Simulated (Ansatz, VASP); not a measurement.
GaN in VASP and in Ansatz

```
Ga N
1.0
     0.00000    2.06790    2.06790
     2.06790    0.00000    2.06790
     2.06790    2.06790    0.00000
Ga N
1 1
Direct
  0.00000 0.00000 0.00000
  0.25000 0.25000 0.25000
```

Change from the starting cell: volume scaled by 0.8, PAW files.

Alike in both runs: task single point; functional LDA; k mesh 17 × 17 × 17; occupations fermi-dirac, width 0.05 eV; no spin polarisation.

```csv
,VASP,Ansatz
version,VASP 6.6.1,Ansatz 0.2.0
potentials or method,"VASP PAW LDA potentials, release 64 (Ga_d, N)","PAW with Ansatz's default frozen-core files, scalar-relativistic"
plane-wave cutoff (eV),520,420
valence electrons in the cell,18,18
```

Ansatz gave:

```
gap on the k mesh at the Fermi level (eV) : 3.35
pressure (GPa)                            : 73.0
```

Q: Estimate VASP's values.

A: gap on the k mesh at the Fermi level (eV): 3.33; pressure (GPa): 75.3.

LDA's correlation is that of Perdew and Zunger in VASP and of Perdew and Wang (1992) in Ansatz. Both programs put the cell under a high pressure, so it lies far from rest at this level.

Noted on VASP's run: the cell as given lies far from equilibrium.
